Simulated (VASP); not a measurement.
Runs of VASP 6.6.1 on Pt. The structure is that of space group P6_3/mmc (No. 194), or close to it. The cells are those of the table. 

```csv
cell,gap on the mesh (eV),pressure (GPa)
"a = 2.761, b = 2.761, c = 4.792 Å, angles 90.0, 90.0, 120.0°, 2 atoms",none,(b)
"a = 2.742, b = 2.742, c = 4.760 Å, angles 90.0, 90.0, 120.0°, 2 atoms",none,(a)
"a = 2.797, b = 2.797, c = 4.855 Å, angles 90.0, 90.0, 120.0°, 2 atoms",none,-19.0
"a = 2.704, b = 2.704, c = 4.694 Å, angles 90.0, 90.0, 120.0°, 2 atoms",none,5.1
"a = 2.815, b = 2.815, c = 4.886 Å, angles 90.0, 90.0, 120.0°, 2 atoms",none,-22.2
```

Alike in all rows: task single point; level PBEsol; potentials or basis VASP PAW PBE potentials, release 64 (Pt); no spin polarisation; k mesh 12 × 12 × 6; cutoff (eV) 520; smearing methfessel-paxton 0.1 eV.

Q: Estimate the missing entries.

A: (a) -6.5; (b) -11.3.

Caveats: the PAW data sets were made with another functional, which shifts forces and pressure a little; spin-orbit coupling is left out, which moves the levels of the heavy elements.

A k mesh can miss the band edges, and the runs leave out spin-orbit coupling on Pt.

A gap of «none» marks levels without a gap at the run's occupations.
